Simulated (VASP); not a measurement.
Write the native input for VASP 6.6.1 that does the following.

| Item | Value |
| --- | --- |
| Task | single point |
| Functional | PBEsol |
| Potentials or basis | VASP PAW PBE potentials, release 64 (Al, Sn_d) |
| Cutoff | 500 eV |
| k mesh | 3 × 3 × 2 |
| Occupations | gaussian, width 0.1 eV |
| Spin | no spin polarisation |
| Dipole correction | no |
| Further INCAR settings | ALGO = Normal; EDIFF = 1e-06; NBANDS = 16 |

The structure of AlSn lies in POSCAR:

```
AlSn
1.0
    4.2129100373      0.0000000000      0.0000000000
   -2.1064550186      3.6484871162      0.0000000000
    0.0000000000      0.0000000000      3.1532262781
Al Sn
1 1
Direct
    0.0000000000      0.0000000000      0.0000000000
    0.3333333333      0.6666666667      0.5000000000
```

One way to write it, as run:

INCAR

```
PREC = Accurate ; ENCUT = 500
EDIFF = 1E-6 ; ISMEAR = 0
SIGMA = 0.1 ; LREAL = F
LASPH = T ; NELM = 120
ALGO = Normal ; ISIF = 2
LWAVE = F ; LCHARG = T
GGA = PS ; LELF = T
LVHAR = T ; NBANDS = 16
GGA_COMPAT = F
```

KPOINTS

```
regular mesh
0
Gamma
  3 3 2
```

Potentials or basis: VASP PAW PBE potentials, release 64 (Al, Sn_d).

Launch:

```console
$ cat potpaw_PBE.64/Al/POTCAR potpaw_PBE.64/Sn_d/POTCAR > POTCAR
$ mpirun -np 1 vasp_std > vasp.out
```

Results of the run:

The pressure is -0.1 GPa.

Caveat: the k points lie up to 1.00 Å⁻¹ apart; the PAW data sets were made with another functional, which shifts forces and pressure a little.

Wall time 7.9 s on 1 thread of AMD EPYC 7R13, on a shared host, peak memory 0.13 GiB.
